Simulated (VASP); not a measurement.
Here is a VASP 6.6.1 calculation.

INCAR

```
  ALGO = Normal
  EDIFF = 1E-6
  ENCUT = 600
  GGA = PS
  GGA_COMPAT = F
  ISIF = 2
  ISMEAR = 0
  LASPH = T
  LCHARG = F
  LREAL = F
  LWAVE = F
  NBANDS = 16
  NELM = 120
  PREC = Accurate
  SIGMA = 0.05
```

KPOINTS

```
k-points
0
Gamma
  12 12 6
```

POSCAR

```
AlN
1.0
    2.9891449405      0.0000000000      0.0000000000
   -1.4945724703      2.5886754541      0.0000000000
    0.0000000000      0.0000000000      4.7840798845
Al N
2 2
Direct
    0.3333333333      0.6666666667      0.0015080761
    0.6666666667      0.3333333333      0.5015080761
    0.3333333333      0.6666666667      0.3834919239
    0.6666666667      0.3333333333      0.8834919239
```

Potentials or basis: VASP PAW PBE potentials, release 64 (Al, N).

Launch:

```bash
$ cat potpaw_PBE.64/Al/POTCAR potpaw_PBE.64/N/POTCAR > POTCAR
$ mpirun -np 1 vasp_std > vasp.out
```

Task: What does it give for the pressure?

Result: 31.3 GPa.

Task: What does it give for the largest force?

Result: 0.059 eV/Å.

Stress tensor (GPa, compression positive):
```
32.09  0.00  0.00
 0.00 32.09  0.00
 0.00  0.00 29.85
```

Caveat: the cell differs from its parent crystal (strain -0.040 along x and y, -0.040 along z); the cell stands under pressure; the PAW data sets were made with another functional, which shifts forces and pressure a little.
